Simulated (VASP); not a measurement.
A run of VASP 6.6.1 is set up as follows.

INCAR

```
PREC = Accurate
ENCUT = 520
EDIFF = 1E-6
ISMEAR = 0
SIGMA = 0.05
LREAL = F
LASPH = T
NELM = 60
ALGO = Normal
ISIF = 2
LWAVE = F
LCHARG = F
GGA = PE
NBANDS = 16
```

File KPOINTS:

```
Automatic mesh
0
Gamma
  6 6 6
```

Contents of POSCAR:

```
InP
1.0
    0.0000000000      2.9207316667      2.9305000000
    2.9207316667      0.0000000000      2.9305000000
    2.9207316667      2.9207316667      0.0000000000
In P
1 1
Direct
    0.0000000000      0.0000000000      0.0000000000
    0.2500000000      0.2500000000      0.2500000000
```

Potentials or basis: VASP PAW PBE potentials, release 64 (In_d, P).

Command:

```bash
$ cat potpaw_PBE.64/In_d/POTCAR potpaw_PBE.64/P/POTCAR > POTCAR
$ mpirun -np 1 vasp_std > vasp.out
```

Task: Estimate the band gap on the k mesh.

Result: 0.74 eV, direct.

Task: Predict the pressure.

Result: 3.8 GPa.

Stress tensor (GPa, compression positive):
```
3.82 0.00 0.00
0.00 3.82 0.00
0.00 0.00 3.69
```

Caveat: spin-orbit coupling is left out, which moves the levels of the heavy elements.
